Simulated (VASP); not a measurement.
Crystal: ZrH2.

```
CELL_PARAMETERS angstrom
0.00000 2.41000 2.41000
2.41000 0.00000 2.41000
2.41000 2.41000 0.00000
ATOMIC_POSITIONS crystal
Zr 0.00000 0.00000 0.00000
H 0.25000 0.25000 0.25000
H 0.75000 0.75000 0.75000
```

- Program: VASP 6.6.1
- Task: relaxation of cell and atoms
- Functional: PBEsol
- Potentials or basis: VASP PAW PBE potentials, release 64 (Zr_sv, H)
- Cutoff: 500 eV
- k mesh: 16 × 16 × 16
- Occupations: fermi-dirac, width 0.05 eV
- Spin: no spin polarisation

At the start: pressure -4.7 GPa; volume 9.33 Å³/atom.

Task: Where does the relaxation end?

Result: Over 3 steps the energy falls by 4.9 meV/atom and the volume is 9.01 Å³/atom (-3.5 %); space group Fm-3m (No. 225, to 0.1 Å) before and after.

The path:
| step | energy change (eV) | largest force (eV/Å) | pressure (GPa) | volume (Å³) |
| --- | --- | --- | --- | --- |
| 1 | 0.0000 | 0.0000 | -4.73 | 28.00 |
| 2 | -0.0146 | 0.0000 | 0.68 | 26.89 |
| 3 | -0.0148 | 0.0000 | 0.01 | 27.02 |

Final structure:
```
Zr H
1.0
     0.00000    2.38166    2.38166
     2.38166    0.00000    2.38166
     2.38166    2.38166    0.00000
Zr H
1 2
Direct
  0.00000 0.00000 0.00000
  0.25000 0.25000 0.25000
  0.75000 0.75000 0.75000
```

Caveat: the PAW data sets were made with another functional, which shifts forces and pressure a little.
